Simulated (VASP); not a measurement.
# LiBr (Fm-3m) in VASP: further runs

The runs below take LiBr through single point, with PBE, LDA, r2SCAN, HSE06.

All numbers are computed with VASP 6.6.1; they aren't measurements. Logs are shortened: lines on timing, memory, paths and dates and some standing lists are left out, and cuts for length are marked.

### 1 The cell of the first run

It takes space group Fm-3m (No. 225, cubic). The conventional cell has a = 5.479 Å, b = 5.479 Å, c = 5.479 Å, α = 90.00°, β = 90.00°, γ = 90.00°. Within 3.6 Å of Li (site symmetry m-3m) lie 6 Br at 2.74 Å. Within 3.6 Å of Br (site symmetry m-3m) lie 6 Li at 2.74 Å.

### 2 Single point, PBE

The input, INCAR:

```
SYSTEM = LiBr
ALGO = Normal ; EDIFF = 1E-6
ENCUT = 750 ; GGA = PE
GGA_COMPAT = .False. ; ISIF = 2
ISMEAR = 0 ; LASPH = .True.
LCHARG = .False. ; LREAL = .False.
LWAVE = .False. ; NBANDS = 12
NELM = 120 ; PREC = Accurate
SIGMA = 0.01
```

The input, KPOINTS:

```
k-points
0
Gamma
  4 4 4
  0 0 0
```

The input, POSCAR:

```
LiBr
1.0
    0.0000000000      2.7395650384      2.7395650384
    2.7395650384      0.0000000000      2.7395650384
    2.7395650384      2.7395650384      0.0000000000
Li Br
1 1
Direct
    0.0000000000      0.0000000000      0.0000000000
    0.5000000000      0.5000000000      0.5000000000
```

Potentials or basis: VASP PAW PBE potentials, release 64 (Li_sv, Br).

Command:

```
> cat potpaw_PBE.64/Li_sv/POTCAR potpaw_PBE.64/Br/POTCAR > POTCAR
> mpirun -np 1 vasp_std > vasp.out
```

OUTCAR:

```text
SYSTEM = LiBr
   EDIFF = 1E-6
   ENCUT = 750
   GGA = PE
   ISIF = 2
   ISMEAR = 0
   LASPH = .True.
   LREAL = .False.
   NELM = 120
   PREC = Accurate

 ion  position               nearest neighbor table
   1  0.000  0.000  0.000-
   2  0.500  0.500  0.500-

  LATTYP: Found a face centered cubic cell.
 ALAT       =     5.4791300768

  Lattice vectors:

 A1 = (   0.0000000000,   2.7395650384,   2.7395650384)
 A2 = (   2.7395650384,   0.0000000000,   2.7395650384)
 A3 = (   2.7395650384,   2.7395650384,   0.0000000000)

Analysis of symmetry for initial positions (statically):
=====================================================================
 Subroutine PRICEL returns:
 Original cell was already a primitive cell.

 Routine SETGRP: Setting up the symmetry group for a
 face centered cubic supercell.

 Subroutine GETGRP returns: Found 48 space group operations
 (whereof 48 operations were pure point group operations)
 out of a pool of 48 trial point group operations.

The static configuration has the point symmetry O_h .

Analysis of symmetry for dynamics (positions and initial velocities):
=====================================================================
 Subroutine PRICEL returns:
 Original cell was already a primitive cell.

 Routine SETGRP: Setting up the symmetry group for a
 face centered cubic supercell.

 Subroutine GETGRP returns: Found 48 space group operations
 (whereof 48 operations were pure point group operations)
 out of a pool of 48 trial point group operations.

The dynamic configuration has the point symmetry O_h .

 Subroutine INISYM returns: Found 48 space group operations
 (whereof 48 operations are pure point group operations),
 and found     1 'primitive' translations

----------------------------------------------------------------------------------------

                                     Primitive cell

  volume of cell :      41.1221

  direct lattice vectors                    reciprocal lattice vectors
     0.000000000  2.739565038  2.739565038    -0.182510725  0.182510725  0.182510725
     2.739565038  0.000000000  2.739565038     0.182510725 -0.182510725  0.182510725
     2.739565038  2.739565038  0.000000000     0.182510725  0.182510725 -0.182510725

  length of vectors
     3.874330032  3.874330032  3.874330032     0.316117848  0.316117848  0.316117848

  position of ions in fractional coordinates (direct lattice)
     0.000000000  0.000000000  0.000000000
     0.500000000  0.500000000  0.500000000

  ion indices of the primitive-cell ions
   primitive index   ion index
                 1           1
                 2           2

----------------------------------------------------------------------------------------

 KPOINTS: k-points

Automatic generation of k-mesh.
 Grid dimensions read from file:
 generate k-points for:    4    4    4

 Generating k-lattice:

  Cartesian coordinates                     Fractional coordinates (reciprocal lattice)
    -0.045627681  0.045627681  0.045627681     0.250000000  0.000000000  0.000000000
     0.045627681 -0.045627681  0.045627681     0.000000000  0.250000000  0.000000000
     0.045627681  0.045627681 -0.045627681     0.000000000  0.000000000  0.250000000

  Length of vectors
     0.079029462  0.079029462  0.079029462

  Shift w.r.t. Gamma in fractional coordinates (k-lattice)
     0.000000000  0.000000000  0.000000000

 Subroutine IBZKPT returns following result:
 ===========================================

 Found      8 irreducible k-points:

 Following reciprocal coordinates:
            Coordinates               Weight
  0.000000  0.000000  0.000000      1.000000
  0.250000  0.000000  0.000000      8.000000
  0.500000  0.000000  0.000000      4.000000
  0.250000  0.250000  0.000000      6.000000
  0.500000  0.250000  0.000000     24.000000
 -0.250000  0.250000  0.000000     12.000000
  0.500000  0.500000  0.000000      3.000000
 -0.250000  0.500000  0.250000      6.000000
   k-points           NKPTS =      8   k-points in BZ     NKDIM =      8   number of bands    NBANDS=     12
   number of dos      NEDOS =    301   number of ions     NIONS =      2
   total plane-waves  NPLWV =  46656
   dimension x,y,z NGX =    36 NGY =   36 NGZ =   36
   dimension x,y,z NGXF=    72 NGYF=   72 NGZF=   72
   ions per type =               1   1
   NGX,Y,Z   is equivalent  to a cutoff of  15.45, 15.45, 15.45 a.u.
   NGXF,Y,Z  is equivalent  to a cutoff of  30.89, 30.89, 30.89 a.u.
 SYSTEM =  LiBr
   PREC   = accura    normal or accurate (medium, high low for compatibility)
   ISTART =      0    job   : 0-new  1-cont  2-samecut
   ICHARG =      2    charge: 1-file 2-atom 10-const
   ISPIN  =      1    spin polarized calculation?
   LNONCOLLINEAR =      F non collinear calculations
   LSORBIT =      F    spin-orbit coupling
   LASPH  =      T    aspherical Exc in radial PAW
   ENCUT  =  750.0 eV  55.12 Ry    7.42 a.u.   8.65  8.65  8.65*2*pi/ulx,y,z
   NELM   =    120;   NELMIN=  2; NELMDL= -5     # of ELM steps
   EDIFF  = 0.1E-05   stopping-criterion for ELM
   LREAL  =      F    real-space projection
   EDIFFG = 0.1E-04   stopping-criterion for IOM
   NSW    =      0    number of steps for IOM
   IBRION =     -1    ionic relax: 0-MD 1-quasi-New 2-CG
   NFREE  =      0    steps in history (QN), initial steepest desc. (CG)
   ISIF   =      2    stress and relaxation
   ISYM   =      2    0-nonsym 1-usesym 2-fastsym
   POTIM  = 0.5000    time-step for ionic-motion
   TEBEG  =    0.0;   TEEND  =   0.0 temperature during run
   PSTRESS=    0.0 pullay stress
   NELECT =      10.0000    total number of electrons
   NUPDOWN=      -1.0000    fix difference up-down
   EMIN   =  10.00;   EMAX   =-10.00  energy-range for DOS
   EFERMI =   0.00;   METHOD = LEGACY
   ISMEAR =     0;   SIGMA  =   0.01  broadening in eV -4-tet -1-fermi 0-gaus
   EFERMI_NEDOS =   21; number of points for ismear=-14 and -15
   IALGO  =     38    algorithm
   IMIX   =      4    mixing-type and parameters
     AMIX     =   0.40;   BMIX     =  1.00
     AMIX_MAG =   1.60;   BMIX_MAG =  1.00
  volume/ion in A,a.u.               =      20.56       138.75
  Fermi-wavevector in a.u.,A,eV,Ry     =   1.021841  1.930999 14.206639  1.044159
  Thomas-Fermi vector in A             =   2.155487
   LORBIT       =      0    0 simple, 1 ext, 2 COOP (PROOUT), +10 PAW based schemes
   GGA     = PE    functional components
   LHFCALC =     F    Hartree Fock is set to
   AEXX    =    0.0000 exact exchange contribution
   IVDW    =     0    specifies the selected vdW correction
   LEPSILON=     F    determine dielectric tensor
   LRPA    =     F    only Hartree local field effects (RPA)
 non-spin polarized calculation
 Gauss-broadening in eV      SIGMA  =   0.01
  energy-cutoff  :      750.00
  volume of cell :       41.12
 maximum number of plane-waves:      1928
 NGX is ok and might be reduce to    36
   NGX = 17   NGY = 17   NGZ = 17

 number of electron      10.0000001 magnetization

 Free energy of the ion-electron system (eV)
  ---------------------------------------------------
  ext. energy  EPLUGINS =         0.00000000
  ---------------------------------------------------
  free energy    TOTEN  =        -6.62954623 eV

  energy without entropy =       -6.62954623  energy(sigma->0) =       -6.62954623

 E-fermi :   0.4897     XC(G=0):  -8.4721

 val. band max:        0.4047364934   @ k =   0.0000   0.0000   0.0000
 cond. band min:       5.3960514930   @ k =   0.0000   0.0000   0.0000
 fundamental gap:      4.9913149996
 Fermi energy:         0.4896869656

 k-point     1 :       0.0000    0.0000    0.0000
  band No.  band energies     occupation
      1     -43.9906      2.00000
      2     -13.0668      2.00000
      3       0.4047      2.00000
      4       0.4047      2.00000
      5       0.4047      2.00000
      6       5.3961      0.00000
      7      10.9102      0.00000
      8      10.9102      0.00000
      9      10.9102      0.00000
     10      12.6918      0.00000
     11      12.6918      0.00000
     12      12.6918      0.00000

 k-point     2 :       0.2500    0.0000    0.0000
  band No.  band energies     occupation
      1     -43.9901      2.00000
      2     -12.8364      2.00000
      3      -1.2986      2.00000
      4       0.2634      2.00000
      5       0.2634      2.00000
      6       6.4051      0.00000
      7       9.6059      0.00000
      8       9.6059      0.00000
      9      10.1864      0.00000
     10      12.7748      0.00000
     11      12.7748      0.00000
     12      13.4365      0.00000

 k-point     3 :       0.5000    0.0000    0.0000
  band No.  band energies     occupation
      1     -43.9895      2.00000
      2     -12.5804      2.00000
      3      -2.5252      2.00000
      4       0.1377      2.00000
      5       0.1377      2.00000
      6       6.0317      0.00000
      7       8.5068      0.00000
      8       8.5068      0.00000
      9      12.2769      0.00000
     10      14.4894      0.00000
     11      16.2023      0.00000
     12      16.2023      0.00000

 k-point     4 :       0.2500    0.2500    0.0000
  band No.  band energies     occupation
      1     -43.9899      2.00000
      2     -12.7523      2.00000
      3      -1.2135      2.00000
      4      -0.2248      2.00000
      5      -0.2248      2.00000
      6       7.6217      0.00000
      7       8.6321      0.00000
      8       8.7902      0.00000
      9      11.4876      0.00000
     10      11.4876      0.00000
     11      14.6015      0.00000
     12      15.8150      0.00000

 k-point     5 :       0.5000    0.2500    0.0000
  band No.  band energies     occupation
      1     -43.9893      2.00000
      2     -12.4851      2.00000
      3      -2.1713      2.00000
      4      -0.9584      2.00000
      5      -0.3520      2.00000
      6       7.2180      0.00000
      7       8.8111      0.00000
      8      10.2008      0.00000
      9      10.2653      0.00000
     10      13.1793      0.00000
     11      16.6897      0.00000
     12      17.0035      0.00000

 k-point     6 :      -0.2500    0.2500    0.0000
  band No.  band energies     occupation
      1     -43.9895      2.00000
      2     -12.5795      2.00000
      3      -1.8199      2.00000
      4      -1.1005      2.00000
      5       0.1100      2.00000
      6       7.3534      0.00000
      7       9.1767      0.00000
      8       9.6168      0.00000
      9       9.7722      0.00000
     10      13.1978      0.00000
     11      15.0776      0.00000
     12      15.8660      0.00000

 k-point     7 :       0.5000    0.5000    0.0000
  band No.  band energies     occupation
      1     -43.9892      2.00000
      2     -12.3830      2.00000
      3      -2.5305      2.00000
      4      -0.7559      2.00000
      5      -0.7559      2.00000
      6       6.6630      0.00000
      7       7.4952      0.00000
      8      12.1273      0.00000
      9      12.9157      0.00000
     10      12.9157      0.00000
     11      16.1905      0.00000
     12      17.9453      0.00000

 k-point     8 :      -0.2500    0.5000    0.2500
  band No.  band energies     occupation
      1     -43.9892      2.00000
      2     -12.3879      2.00000
      3      -1.7783      2.00000
      4      -1.7783      2.00000
      5      -0.7567      2.00000
      6       8.4542      0.00000
      7       8.9909      0.00000
      8       9.8860      0.00000
      9       9.8860      0.00000
     10      14.4597      0.00000
     11      14.4597      0.00000
     12      17.8677      0.00000

------------------------ aborting loop because EDIFF is reached ----------------------------------------

  FORCE on cell =-STRESS in cart. coord.  units (eV):
  Direction    XX          YY          ZZ          XY          YZ          ZX
  --------------------------------------------------------------------------------------
  -------------------------------------------------------------------------------------
  Total        0.1466540      0.1466540      0.1466540     -0.0000000      0.0000000     -0.0000000
  in kB        5.7138598      5.7138598      5.7138598     -0.0000000      0.0000000     -0.0000000
  external PRESSURE =       5.7138598 kB  Pullay stress =       0.0000000 kB

 VOLUME and BASIS-vectors are now :
 -----------------------------------------------------------------------------
  energy-cutoff  :      750.00
  volume of cell :       41.12
      direct lattice vectors                 reciprocal lattice vectors
     0.000000000  2.739565038  2.739565038    -0.182510725  0.182510725  0.182510725
     2.739565038  0.000000000  2.739565038     0.182510725 -0.182510725  0.182510725
     2.739565038  2.739565038  0.000000000     0.182510725  0.182510725 -0.182510725

 POSITION                                       TOTAL-FORCE (eV/Angst)
 -----------------------------------------------------------------------------------
      0.00000      0.00000      0.00000         0.000000      0.000000     -0.000000
      2.73957      2.73957      2.73957        -0.000000     -0.000000      0.000000
 -----------------------------------------------------------------------------------
    total drift:                                0.000000      0.000000      0.000000

  FREE ENERGIE OF THE ION-ELECTRON SYSTEM (eV)
  ---------------------------------------------------
  free  energy   TOTEN  =        -6.6295462333 eV

  energy  without entropy=       -6.6295462333  energy(sigma->0) =       -6.62954623
```

Wall time 8.4 s (1 thread of Intel Xeon 8259CL, shared host); peak memory 0.2 GiB.

What came out:

```
Free energy            : -6.6295 eV
Pressure               : 0.6 GPa
Band gap on the k mesh : 4.99 eV
```

Levels at points of the mesh, in eV from the valence-band top:
| k point | band 3 | band 4 | band 5 | band 6 | band 7 | band 8 |
| --- | --- | --- | --- | --- | --- | --- |
| (0.00, 0.00, 0.00) | 0.00 | 0.00 | 0.00 | 4.99 | 10.51 | 10.51 |
| (0.50, 0.00, 0.00) | -2.93 | -0.27 | -0.27 | 5.63 | 8.10 | 8.10 |
| (0.50, 0.50, 0.00) | -2.94 | -1.16 | -1.16 | 6.26 | 7.09 | 11.72 |

Caveat: the k points lie up to 0.50 Å⁻¹ apart.

### 3 Single point, PBE

The input, INCAR:

```
PREC = Accurate ; ENCUT = 750
EDIFF = 1E-6 ; ISMEAR = 0
SIGMA = 0.01 ; LREAL = F
LASPH = T ; NELM = 120
ALGO = Normal ; ISIF = 2
LWAVE = F ; LCHARG = F
GGA = PE ; NBANDS = 12
GGA_COMPAT = F
```

The input, KPOINTS:

```
regular mesh
0
Gamma
  4 4 4
```

POSCAR is that of step 2.

Potentials or basis: VASP PAW PBE potentials, release 64 (Li_sv, Br).

Command:

```
> cat potpaw_PBE.64/Li_sv/POTCAR potpaw_PBE.64/Br/POTCAR > POTCAR
> mpirun -np 1 vasp_std > vasp.out
```

It took 8.9 s on 1 thread of Intel Xeon 8259CL, shared host; peak memory 0.2 GiB.

Results (log left out):

```yaml
Free_energy: -6.6295 eV
Pressure: 0.6 GPa
Band_gap_on_the_k_mesh: 4.99 eV
```

Levels at points of the mesh, in eV from the valence-band top:
```tsv
k point	band 2	band 3	band 4	band 5	band 6	band 7	band 8	band 9
(0.00, 0.00, 0.00)	-13.47	0.00	0.00	0.00	4.99	10.51	10.51	10.51
(0.50, 0.00, 0.00)	-12.99	-2.93	-0.27	-0.27	5.63	8.10	8.10	11.87
(0.50, 0.50, 0.00)	-12.79	-2.94	-1.16	-1.16	6.26	7.09	11.72	12.51
```

Caveat: the k points lie up to 0.50 Å⁻¹ apart.

### 4 Single point, LDA

The input, INCAR:

```
SYSTEM = LiBr
PREC     = Accurate       ! precision mode
ENCUT    = 750            ! plane-wave cutoff, eV
EDIFF    = 1E-6           ! SCF threshold, eV
ISMEAR   = 0              ! smearing method
SIGMA    = 0.01           ! smearing width, eV
LREAL    = .False.        ! projectors in reciprocal space
LASPH    = .True.         ! aspherical terms in the spheres
NELM     = 120            ! most SCF steps
ALGO     = Normal         ! electronic algorithm
ISIF     = 2              ! what is computed and relaxed
LWAVE    = .False.        ! write WAVECAR
LCHARG   = .False.        ! write CHGCAR
GGA      = CA             ! functional
NBANDS   = 12             ! bands
GGA_COMPAT= .False.
```

The input, KPOINTS:

```
regular mesh
0
Gamma
  4 4 4
  0 0 0
```

POSCAR is that of step 3.

Potentials or basis: VASP PAW LDA potentials, release 64 (Li_sv, Br).

Command:

```
> cat potpaw_LDA.64/Li_sv/POTCAR potpaw_LDA.64/Br/POTCAR > POTCAR
> mpirun -np 1 vasp_std > vasp.out
```

OUTCAR:

```text
SYSTEM = LiBr
   PREC = Accurate
   ENCUT = 750
   EDIFF = 1E-6
   ISMEAR = 0
   LREAL = .False.
   LASPH = .True.
   NELM = 120
   ISIF = 2
   GGA = CA

 ion  position               nearest neighbor table
   1  0.000  0.000  0.000-
   2  0.500  0.500  0.500-

  LATTYP: Found a face centered cubic cell.
 ALAT       =     5.4791300768

  Lattice vectors:

 A1 = (   0.0000000000,   2.7395650384,   2.7395650384)
[... 285 lines left out ...]
     11      14.1635      0.00000
     12      17.7092      0.00000

------------------------ aborting loop because EDIFF is reached ----------------------------------------

  FORCE on cell =-STRESS in cart. coord.  units (eV):
  Direction    XX          YY          ZZ          XY          YZ          ZX
  --------------------------------------------------------------------------------------
  -------------------------------------------------------------------------------------
  Total       -0.6165133     -0.6165133     -0.6165133      0.0000000      0.0000000     -0.0000000
  in kB      -24.0202867    -24.0202867    -24.0202867      0.0000000      0.0000000     -0.0000000
  external PRESSURE =     -24.0202867 kB  Pullay stress =       0.0000000 kB

 VOLUME and BASIS-vectors are now :
 -----------------------------------------------------------------------------
  energy-cutoff  :      750.00
  volume of cell :       41.12
      direct lattice vectors                 reciprocal lattice vectors
     0.000000000  2.739565038  2.739565038    -0.182510725  0.182510725  0.182510725
     2.739565038  0.000000000  2.739565038     0.182510725 -0.182510725  0.182510725
     2.739565038  2.739565038  0.000000000     0.182510725  0.182510725 -0.182510725

 POSITION                                       TOTAL-FORCE (eV/Angst)
 -----------------------------------------------------------------------------------
      0.00000      0.00000      0.00000        -0.000000      0.000000     -0.000000
      2.73957      2.73957      2.73957         0.000000     -0.000000      0.000000
 -----------------------------------------------------------------------------------
    total drift:                                0.000000      0.000000      0.000000

  FREE ENERGIE OF THE ION-ELECTRON SYSTEM (eV)
  ---------------------------------------------------
  free  energy   TOTEN  =        -7.3280216179 eV

  energy  without entropy=       -7.3280216179  energy(sigma->0) =       -7.32802162
```

OSZICAR:

```text
N       E                     dE             d eps       ncg     rms          rms(c)
DAV:   1     0.444333528105E+02    0.44433E+02   -0.47393E+03   192   0.947E+02
DAV:   2    -0.337348007424E+01   -0.47807E+02   -0.46270E+02   248   0.155E+02
DAV:   3    -0.718101129610E+01   -0.38075E+01   -0.37902E+01   240   0.409E+01
DAV:   4    -0.737166062864E+01   -0.19065E+00   -0.19061E+00   280   0.836E+00
DAV:   5    -0.737289996474E+01   -0.12393E-02   -0.12393E-02   232   0.735E-01    0.194E+00
DAV:   6    -0.733434606260E+01    0.38554E-01   -0.54395E-02   248   0.992E-01    0.118E+00
DAV:   7    -0.732806158202E+01    0.62845E-02   -0.26526E-02   272   0.765E-01    0.405E-01
DAV:   8    -0.732802590275E+01    0.35679E-04   -0.20368E-03   240   0.275E-01    0.576E-02
DAV:   9    -0.732801662072E+01    0.92820E-05   -0.81433E-05   244   0.573E-02    0.191E-02
DAV:  10    -0.732802177014E+01   -0.51494E-05   -0.51659E-06   240   0.153E-02    0.628E-03
DAV:  11    -0.732802161792E+01    0.15222E-06   -0.97267E-07   144   0.621E-03
   1 F= -.73280216E+01 E0= -.73280216E+01  d E =-.667103E-57
```

stdout:

```text
POSCAR found type information on POSCAR LiBr
 POSCAR found :  2 types and       2 ions
 scaLAPACK will be used
 LDA part: xc-table for (Slater(with rela. corr.)+CA(PZ))
 , standard interpolation
 POSCAR, INCAR and KPOINTS ok, starting setup
 FFT: planning ... GRIDC
 FFT: planning ... GRID_SOFT
 FFT: planning ... GRID
 WAVECAR not read
 entering main loop
```

Wall time 7 s (1 thread of Intel Xeon 8259CL, shared host); peak memory 0.17 GiB.

Results:

```
Free energy            : -7.3280 eV
Pressure               : -2.4 GPa
Band gap on the k mesh : 4.71 eV
```

Caveat: the k points lie up to 0.50 Å⁻¹ apart.

(Continued in part 2 of 2.)
